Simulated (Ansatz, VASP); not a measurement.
# Fe in VASP and in Ansatz

```
Fe
1.0
     2.41782    0.00000    0.00000
    -1.20891    2.09389    0.00000
     0.00000    0.00000    3.81615
Fe
2
Direct
  0.33333 0.66667 0.25000
  0.66667 0.33333 0.75000
```

Change from the starting cell: volume scaled by 0.98.

Alike in both runs: task single point; functional PBEsol; k mesh 17 × 17 × 10; occupations fermi-dirac, width 0.08 eV; no spin polarisation.

|  | VASP | Ansatz |
| --- | --- | --- |
| version | VASP 6.6.1 | Ansatz 0.2.0 |
| potentials or method | VASP PAW PBE potentials, release 64 (Fe), cutoff 520 eV | all-electron LAPW, scalar-relativistic |

VASP gave:

- pressure (GPa): 5.0
- traceless stress, the component that is largest in VASP (GPa): 0.70

Problem. Estimate Ansatz's values.

Solution. Pressure (GPa): 5.4; traceless stress, the component that is largest in VASP (GPa): 0.81.

VASP's potentials were made for PBE, not for PBEsol. Ansatz ran all-electron here, and VASP with PAW potentials.
